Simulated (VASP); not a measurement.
Cu: single point with PBEsol

Cu:

```
CELL_PARAMETERS angstrom
-1.44509 1.44509 1.30561
1.44509 -1.44509 1.30561
1.44509 1.44509 -1.30561
ATOMIC_POSITIONS crystal
Cu 0.00000 0.00000 0.00000
```

This cell differs from its parent crystal: strain +0.000 along x and y, -0.040 along z.

```yaml
Program: VASP 6.6.1
Task: single point
Functional: PBEsol
Potentials_or_basis: VASP PAW PBE potentials, release 64 (Cu)
Cutoff: 520 eV
k_mesh: 30 × 30 × 30
Occupations: gaussian, width 0.15 eV
Spin: no spin polarisation
```

* Pressure: 8.7 GPa
* Band gap on the k mesh: zero (an odd number of electrons rules out a gap without spin polarisation)

Stress tensor (GPa, compression positive):
```
8.14 0.00 0.00
0.00 8.14 0.00
0.00 0.00 9.90
```

Levels at points of the mesh, in eV from the Fermi level:
| k point | band 3 | band 4 | band 5 | band 6 | band 7 | band 8 | band 9 | band 10 |
| --- | --- | --- | --- | --- | --- | --- | --- | --- |
| (0.00, 0.00, 0.00) | -3.19 | -3.19 | -2.54 | -2.03 | 24.55 | 24.55 | 27.63 | 28.93 |
| (0.50, 0.00, 0.00) | -2.29 | -1.87 | -1.41 | -0.52 | 5.22 | 17.32 | 17.57 | 21.57 |
| (0.50, 0.50, 0.00) | -2.63 | -2.23 | -1.46 | -1.36 | 4.04 | 20.06 | 20.80 | 24.18 |
| (0.50, 0.50, 0.50) | -1.63 | -1.63 | -1.52 | 7.21 | 7.21 | 11.38 | 13.17 | 14.13 |

It took 4.4 min on 1 thread of Intel Xeon 8259CL (shared host), peak memory 0.35 GiB.

Caveat: the cell differs from its parent crystal (strain +0.000 along x and y, -0.040 along z); the cell stands under pressure; the PAW data sets were made with another functional, which shifts forces and pressure a little.
